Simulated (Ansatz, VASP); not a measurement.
**Cr in VASP and in Ansatz**

File INCAR:

```
SYSTEM = Cr
PREC = Accurate ; ENCUT = 520
EDIFF = 1E-6 ; ISMEAR = -1
SIGMA = 0.05 ; LREAL = .FALSE.
LASPH = .TRUE. ; NELM = 150
ALGO = Normal ; ISIF = 2
LWAVE = .FALSE. ; LCHARG = .FALSE.
ISPIN = 2 ; MAGMOM = 3 3
LORBIT = 11 ; LMAXMIX = 4
GGA = PE ; NBANDS = 23
```

KPOINTS

```
Automatic mesh
0
G
  11 11 6
  0 0 0
```

POSCAR

```
Cr
1.0
    2.7672292001      0.0000000000      0.0000000000
   -1.3836146000      2.3964907854      0.0000000000
    0.0000000000      0.0000000000      4.4964925469
Cr
2
Direct
    0.6666666667      0.3333333333      0.7500000000
    0.3333333333      0.6666666667      0.2500000000
```

input.yaml

```yaml
crystal:
  lattice:
    - [2.7672292001, 0.0, 0.0]
    - [-1.3836146, 2.3964907854, 0.0]
    - [0.0, 0.0, 4.4964925469]
  atoms:
    - { symbol: Cr, position: [0.6666666667, 0.3333333333, 0.75], spin: 3.0 }
    - { symbol: Cr, position: [0.3333333333, 0.6666666667, 0.25], spin: 3.0 }
kpoints:
  mp_grid: { grid: [11, 11, 6] }
scf:
  occupations: { method: fermi_dirac, width: 0.05 }
hamiltonian:
  xc: pbe
  pseudopotentials: { kind: all_electron, lapw: { basis_error: 0.0005 } }
magnetization:
  spin_polarized: true
output:
  forces: true
  stress: true
  eigenvalues: true
```

Change from the starting cell: volume scaled by 1.06.

Alike in both runs: task single point; functional PBE; k mesh 11 × 11 × 6; occupations fermi-dirac, width 0.05 eV; collinear spin.

|  | VASP | Ansatz |
| --- | --- | --- |
| version | VASP 6.6.1 | Ansatz 0.2.0 |
| potentials or method | VASP PAW PBE potentials, release 64 (Cr_pv), cutoff 520 eV | all-electron LAPW, scalar-relativistic |

|  | VASP | Ansatz | Ansatz less VASP |
| --- | --- | --- | --- |
| gap on the k mesh at the Fermi level (eV) | none | none | - |
| pressure (GPa) | -28.0 | -12.6 | +15.45 |
| traceless stress, the component that is largest in VASP (GPa) | 0.08 | -13.01 | -13.095 |
| net moment per atom (μB) | 1.31 | 0.00 | -1.307 |
| size of the moment on the site where the two differ most (μB) | 1.22 | 2.57 | +1.350 |

The net moments are unlike, so the other rows may belong to different states. Site moments also hang on the region over which each program counts them. A gap of «none» marks a metal or a gap that the smearing closes. Ansatz ran all-electron here, and VASP with PAW potentials.
